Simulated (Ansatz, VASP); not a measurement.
## Mo: VASP beside Ansatz

File INCAR:

```
PREC = Accurate ; ENCUT = 600
EDIFF = 1E-6 ; ISMEAR = -1
SIGMA = 0.08 ; LREAL = F
LASPH = T ; NELM = 150
ALGO = Normal ; ISIF = 3
LWAVE = F ; LCHARG = F
ISPIN = 2 ; MAGMOM = 0
LORBIT = 11 ; LMAXMIX = 4
GGA = PS ; IBRION = 2
NSW = 100 ; EDIFFG = -0.002
```

KPOINTS

```
regular mesh
0
Gamma
  16 16 16
```

The input POSCAR:

```
Mo
1.0
   -1.5734150000      1.5734150000      1.5734150000
    1.5734150000     -1.5734150000      1.5734150000
    1.5734150000      1.5734150000     -1.5734150000
Mo
1
Direct
    0.0000000000      0.0000000000      0.0000000000
```

Input for Ansatz:

```yaml
crystal:
  lattice:
    - [-1.573415, 1.573415, 1.573415]
    - [1.573415, -1.573415, 1.573415]
    - [1.573415, 1.573415, -1.573415]
  atoms:
    - { symbol: Mo, position: [0.0, 0.0, 0.0] }
kpoints:
  mp_grid: { grid: [16, 16, 16] }
scf:
  occupations: { method: fermi_dirac, width: 0.08 }
hamiltonian:
  xc: pbesol
  pseudopotentials: { kind: paw }
relax:
  f_tol: 0.002
  max_steps: 80
  cell: {}
output:
  forces: true
  stress: true
magnetization:
  spin_polarized: true
```

Alike in both runs: task relaxation of cell and atoms; functional PBEsol; k mesh 16 × 16 × 16; occupations fermi-dirac, width 0.08 eV; collinear spin.

|  | VASP | Ansatz |
| --- | --- | --- |
| version | VASP 6.6.1 | Ansatz 0.2.0 |
| potentials or method | VASP PAW PBE potentials, release 64 (Mo_sv) | PAW with Ansatz's default frozen-core files, scalar-relativistic |
| plane-wave cutoff (eV) | 600 | 420 |
| valence electrons in the cell | 14 | 14 |

|  | VASP | Ansatz | Ansatz less VASP |
| --- | --- | --- | --- |
| net moment per atom (μB) | 0.00 | 0.00 | 0.000 |
| relaxed volume (Å³/atom) | 15.34 | 15.32 | -0.026 |
| relaxed cell length with the largest relative difference (Å) | 2.711 | 2.710 | -0.0015 |

VASP's potentials were made for PBE, not for PBEsol. Ansatz's warnings: no starting moments.
